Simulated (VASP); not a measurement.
# PrPb5 in VASP: a series of runs

PrPb5 is run at these levels: PBE; tasks: single point.

Everything below comes from runs of VASP 6.6.1. Logs are shortened: lines on timing, memory, paths and dates and some standing lists are left out, and cuts for length are marked.

## 1. The cell of the first run

Symmetry: P4/mmm, No. 123, tetragonal system. The conventional cell has a = 6.361 Å, b = 6.361 Å, c = 9.037 Å, α = 90.00°, β = 90.00°, γ = 90.00°. Within 4.1 Å of Pr (site symmetry 4/mmm) lie 6 Pb at 3.12 to 3.18 Å. Pb (site symmetry 4mm) has 1 Pb at 2.80 Å and 1 Pr at 3.12 Å within 3.7 Å. Pb (site symmetry 4/mmm) has 4 Pb at 3.18 Å within 4.2 Å. Pb (site symmetry mmm) has 2 Pr at 3.18 Å and 2 Pb at 3.18 Å within 4.2 Å.

The cell was built from a structure type or drawn by symmetry, and may not be a known phase.

## 2. Single point, PBE

INCAR

```
SYSTEM = PrPb5
PREC = Accurate
ENCUT = 500
EDIFF = 1E-6
ISMEAR = 0
SIGMA = 0.2
LREAL = .False.
LASPH = .True.
NELM = 200
ALGO = Normal
ISIF = 2
LWAVE = .False.
LCHARG = .False.
GGA = PE
NBANDS = 50
GGA_COMPAT = .False.
LMAXMIX = 6
```

KPOINTS

```
Automatic mesh
0
Gamma
  3 3 2
  0 0 0
```

POSCAR

```
PrPb5
1.0
    6.3610765748      0.0000000000      0.0000000000
    0.0000000000      6.3610765748      0.0000000000
    0.0000000000      0.0000000000      9.0366850098
Pr Pb
1 5
Direct
    0.0000000000      0.0000000000      0.0000000000
    0.0000000000      0.0000000000      0.3450433592
    0.0000000000      0.0000000000      0.6549566408
    0.5000000000      0.5000000000      0.0000000000
    0.0000000000      0.5000000000      0.0000000000
    0.5000000000      0.0000000000      0.0000000000
```

Potentials or basis: VASP PAW PBE potentials, release 64 (Pr_3, Pb_d), 4f in core.

Command:

```sh
$ cat potpaw_PBE.64/Pr_3/POTCAR potpaw_PBE.64/Pb_d/POTCAR > POTCAR
$ mpirun -np 1 vasp_std > vasp.out
```

OUTCAR:

```text
SYSTEM = PrPb5
   PREC = Accurate
   ENCUT = 500
   EDIFF = 1E-6
   ISMEAR = 0
   LREAL = .False.
   LASPH = .True.
   NELM = 200
   ISIF = 2
   GGA = PE

 ion  position               nearest neighbor table
   1  0.000  0.000  0.000-   2 3.12   3 3.12   5 3.18   6 3.18   5 3.18   6 3.18
   2  0.000  0.000  0.345-   3 2.80   1 3.12
   3  0.000  0.000  0.655-   2 2.80   1 3.12
   4  0.500  0.500  0.000-   5 3.18   6 3.18   6 3.18   5 3.18
   5  0.000  0.500  0.000-   1 3.18   4 3.18   1 3.18   4 3.18
   6  0.500  0.000  0.000-   1 3.18   4 3.18   4 3.18   1 3.18

  LATTYP: Found a simple tetragonal cell.
 ALAT       =     6.3610765748
 C/A-ratio  =     1.4206219503

  Lattice vectors:

 A1 = (   6.3610765748,   0.0000000000,   0.0000000000)
 A2 = (   0.0000000000,   6.3610765748,   0.0000000000)
 A3 = (   0.0000000000,   0.0000000000,   9.0366850098)

Analysis of symmetry for initial positions (statically):
=====================================================================
 Subroutine PRICEL returns:
 Original cell was already a primitive cell.

 Routine SETGRP: Setting up the symmetry group for a
 simple tetragonal supercell.

 Subroutine GETGRP returns: Found 16 space group operations
 (whereof 16 operations were pure point group operations)
 out of a pool of 16 trial point group operations.

The static configuration has the point symmetry D_4h.

Analysis of symmetry for dynamics (positions and initial velocities):
=====================================================================
 Subroutine PRICEL returns:
 Original cell was already a primitive cell.

 Routine SETGRP: Setting up the symmetry group for a
 simple tetragonal supercell.

 Subroutine GETGRP returns: Found 16 space group operations
 (whereof 16 operations were pure point group operations)
 out of a pool of 16 trial point group operations.

The dynamic configuration has the point symmetry D_4h.

 Subroutine INISYM returns: Found 16 space group operations
 (whereof 16 operations are pure point group operations),
 and found     1 'primitive' translations

----------------------------------------------------------------------------------------

                                     Primitive cell

  volume of cell :     365.6541

  direct lattice vectors                    reciprocal lattice vectors
     6.361076575  0.000000000  0.000000000     0.157206094  0.000000000  0.000000000
     0.000000000  6.361076575  0.000000000     0.000000000  0.157206094  0.000000000
     0.000000000  0.000000000  9.036685010     0.000000000  0.000000000  0.110660048

  length of vectors
     6.361076575  6.361076575  9.036685010     0.157206094  0.157206094  0.110660048

  position of ions in fractional coordinates (direct lattice)
     0.000000000  0.000000000  0.000000000
     0.000000000  0.000000000  0.345043359
     0.000000000  0.000000000  0.654956641
     0.500000000  0.500000000  0.000000000
     0.000000000  0.500000000  0.000000000
     0.500000000  0.000000000  0.000000000

  ion indices of the primitive-cell ions
   primitive index   ion index
                 1           1
                 2           2
                 3           3
                 4           4
                 5           5
                 6           6

----------------------------------------------------------------------------------------

 KPOINTS: Automatic mesh

Automatic generation of k-mesh.
 Grid dimensions read from file:
 generate k-points for:    3    3    2

 Generating k-lattice:

  Cartesian coordinates                     Fractional coordinates (reciprocal lattice)
     0.052402031  0.000000000  0.000000000     0.333333333  0.000000000  0.000000000
     0.000000000  0.052402031  0.000000000     0.000000000  0.333333333  0.000000000
     0.000000000  0.000000000  0.055330024     0.000000000  0.000000000  0.500000000

  Length of vectors
     0.052402031  0.052402031  0.055330024

  Shift w.r.t. Gamma in fractional coordinates (k-lattice)
     0.000000000  0.000000000  0.000000000

 Subroutine IBZKPT returns following result:
 ===========================================

 Found      6 irreducible k-points:

 Following reciprocal coordinates:
            Coordinates               Weight
  0.000000  0.000000  0.000000      1.000000
  0.333333  0.000000  0.000000      4.000000
  0.333333  0.333333  0.000000      4.000000
  0.000000  0.000000  0.500000      1.000000
  0.333333  0.000000  0.500000      4.000000
  0.333333  0.333333  0.500000      4.000000
   k-points           NKPTS =      6   k-points in BZ     NKDIM =      6   number of bands    NBANDS=     50
   number of dos      NEDOS =    301   number of ions     NIONS =      6
   total plane-waves  NPLWV = 161280
   dimension x,y,z NGX =    48 NGY =   48 NGZ =   70
   dimension x,y,z NGXF=    96 NGYF=   96 NGZF=  140
   ions per type =               1   5
   NGX,Y,Z   is equivalent  to a cutoff of  12.54, 12.54, 12.88 a.u.
   NGXF,Y,Z  is equivalent  to a cutoff of  25.09, 25.09, 25.76 a.u.
 SYSTEM =  PrPb5
   PREC   = accura    normal or accurate (medium, high low for compatibility)
   ISTART =      0    job   : 0-new  1-cont  2-samecut
   ICHARG =      2    charge: 1-file 2-atom 10-const
   ISPIN  =      1    spin polarized calculation?
   LNONCOLLINEAR =      F non collinear calculations
   LSORBIT =      F    spin-orbit coupling
   LASPH  =      T    aspherical Exc in radial PAW
   ENCUT  =  500.0 eV  36.75 Ry    6.06 a.u.  11.60 11.60 16.48*2*pi/ulx,y,z
   NELM   =    200;   NELMIN=  2; NELMDL= -5     # of ELM steps
   EDIFF  = 0.1E-05   stopping-criterion for ELM
   LREAL  =      F    real-space projection
[... 7 lines left out ...]
   TEBEG  =    0.0;   TEEND  =   0.0 temperature during run
   PSTRESS=    0.0 pullay stress
   NELECT =      81.0000    total number of electrons
   NUPDOWN=      -1.0000    fix difference up-down
   EMIN   =  10.00;   EMAX   =-10.00  energy-range for DOS
   EFERMI =   0.00;   METHOD = LEGACY
   ISMEAR =     0;   SIGMA  =   0.20  broadening in eV -4-tet -1-fermi 0-gaus
   EFERMI_NEDOS =   21; number of points for ismear=-14 and -15
   IALGO  =     38    algorithm
   IMIX   =      4    mixing-type and parameters
     AMIX     =   0.40;   BMIX     =  1.00
     AMIX_MAG =   1.60;   BMIX_MAG =  1.00
  volume/ion in A,a.u.               =      60.94       411.26
  Fermi-wavevector in a.u.,A,eV,Ry     =   0.990558  1.871882 13.350094  0.981204
  Thomas-Fermi vector in A             =   2.122236
   LORBIT       =      0    0 simple, 1 ext, 2 COOP (PROOUT), +10 PAW based schemes
   GGA     = PE    functional components
   LHFCALC =     F    Hartree Fock is set to
   AEXX    =    0.0000 exact exchange contribution
   IVDW    =     0    specifies the selected vdW correction
   LEPSILON=     F    determine dielectric tensor
   LRPA    =     F    only Hartree local field effects (RPA)
 non-spin polarized calculation
 Gauss-broadening in eV      SIGMA  =   0.20
  energy-cutoff  :      500.00
  volume of cell :      365.65
 maximum number of plane-waves:      9317
 NGX is ok and might be reduce to    48
   NGX = 23   NGY = 23   NGZ = 33

 number of electron      81.0000006 magnetization

 Free energy of the ion-electron system (eV)
  ---------------------------------------------------
  ext. energy  EPLUGINS =         0.00000000
  ---------------------------------------------------
  free energy    TOTEN  =       -19.20866140 eV

  energy without entropy =      -19.03726317  energy(sigma->0) =      -19.12296229

 E-fermi :   1.2761     XC(G=0):  -6.6035

 val. band max:        1.2731152424   @ k =   0.3333   0.3333   0.5000
 cond. band min:       1.2775064448   @ k =   0.3333   0.3333   0.0000
 fundamental gap:      0.0043912024
 Fermi energy:         1.2761163913

 k-point     1 :       0.0000    0.0000    0.0000
  band No.  band energies     occupation
      1     -35.1130      2.00000
      2     -17.2889      2.00000
      3     -17.1531      2.00000
      4     -17.1531      2.00000
      5     -16.1158      2.00000
      6     -16.0876      2.00000
[... 42 lines left out ...]
     49       4.6470      0.00000
     50       4.8703      0.00000

 k-point     2 :       0.3333    0.0000    0.0000
  band No.  band energies     occupation
      1     -35.1125      2.00000
      2     -17.2932      2.00000
      3     -17.2639      2.00000
      4     -17.1586      2.00000
      5     -16.0961      2.00000
      6     -16.0059      2.00000
[... 42 lines left out ...]
     49       4.7170      0.00000
     50       4.8896      0.00000

 k-point     3 :       0.3333    0.3333    0.0000
  band No.  band energies     occupation
      1     -35.1121      2.00000
      2     -17.2974      2.00000
      3     -17.2682      2.00000
      4     -17.2680      2.00000
      5     -16.0263      2.00000
      6     -15.9719      2.00000
[... 42 lines left out ...]
     49       4.6706      0.00000
     50       5.1970      0.00000

 k-point     4 :       0.0000    0.0000    0.5000
  band No.  band energies     occupation
      1     -35.1130      2.00000
      2     -17.3267      2.00000
      3     -17.1524      2.00000
      4     -17.1524      2.00000
      5     -16.1158      2.00000
      6     -16.0876      2.00000
[... 42 lines left out ...]
     49       3.6229      0.00000
     50       3.8224      0.00000

 k-point     5 :       0.3333    0.0000    0.5000
  band No.  band energies     occupation
      1     -35.1125      2.00000
      2     -17.3307      2.00000
      3     -17.2634      2.00000
      4     -17.1579      2.00000
      5     -16.0960      2.00000
      6     -16.0059      2.00000
[... 42 lines left out ...]
     49       3.6880      0.00000
     50       4.2437      0.00000

 k-point     6 :       0.3333    0.3333    0.5000
  band No.  band energies     occupation
      1     -35.1121      2.00000
      2     -17.3346      2.00000
      3     -17.2677      2.00000
      4     -17.2675      2.00000
      5     -16.0263      2.00000
      6     -15.9718      2.00000
[... 42 lines left out ...]
     49       4.0124      0.00000
     50       4.1435      0.00000

------------------------ aborting loop because EDIFF is reached ----------------------------------------

  FORCE on cell =-STRESS in cart. coord.  units (eV):
  Direction    XX          YY          ZZ          XY          YZ          ZX
  --------------------------------------------------------------------------------------
  -------------------------------------------------------------------------------------
  Total        0.8937575      0.8937575      0.2086569      0.0000000     -0.0000000      0.0000000
  in kB        3.9161553      3.9161553      0.9142669      0.0000000     -0.0000000      0.0000000
  external PRESSURE =       2.9155259 kB  Pullay stress =       0.0000000 kB

 VOLUME and BASIS-vectors are now :
 -----------------------------------------------------------------------------
  energy-cutoff  :      500.00
  volume of cell :      365.65
      direct lattice vectors                 reciprocal lattice vectors
     6.361076575  0.000000000  0.000000000     0.157206094  0.000000000  0.000000000
     0.000000000  6.361076575  0.000000000     0.000000000  0.157206094  0.000000000
     0.000000000  0.000000000  9.036685010     0.000000000  0.000000000  0.110660048

 POSITION                                       TOTAL-FORCE (eV/Angst)
 -----------------------------------------------------------------------------------
      0.00000      0.00000      0.00000        -0.000000     -0.000000      0.000000
      0.00000      0.00000      3.11805        -0.000000      0.000000      0.019743
      0.00000      0.00000      5.91864         0.000000      0.000000     -0.019743
      3.18054      3.18054      0.00000        -0.000000     -0.000000      0.000000
      0.00000      3.18054      0.00000        -0.000000     -0.000000      0.000000
      3.18054      0.00000      0.00000        -0.000000     -0.000000      0.000000
 -----------------------------------------------------------------------------------
    total drift:                                0.000000      0.000000      0.000000

  FREE ENERGIE OF THE ION-ELECTRON SYSTEM (eV)
  ---------------------------------------------------
  free  energy   TOTEN  =       -19.2086613963 eV

  energy  without entropy=      -19.0372631743  energy(sigma->0) =      -19.12296229
```

Wall time 71 s (1 thread of Intel Xeon 6975P-C (Granite Rapids), shared host); peak memory 0.41 GiB.

What came out:

| Quantity | Value |
| --- | --- |
| Free energy | -19.2087 eV |
| Pressure | 0.3 GPa |
| Largest force | 0.020 eV/Å |
| Band gap on the k mesh | zero (an odd number of electrons rules out a gap without spin polarisation) |

Forces in eV/Å, atoms in the order of the input:
```
Pr   0.000  0.000  0.000
Pb   0.000  0.000  0.020
Pb   0.000  0.000 -0.020
Pb   0.000  0.000  0.000
Pb   0.000  0.000  0.000
Pb   0.000  0.000  0.000
```

Caveat: spin-orbit coupling is left out, which moves the levels of the heavy elements; the 4f electrons are frozen in the core, so they carry no moment and show no levels. Spin polarisation is off, so any magnetic state and its effect on volume and gap are missing.

(Part 1 of 2 ends here.)
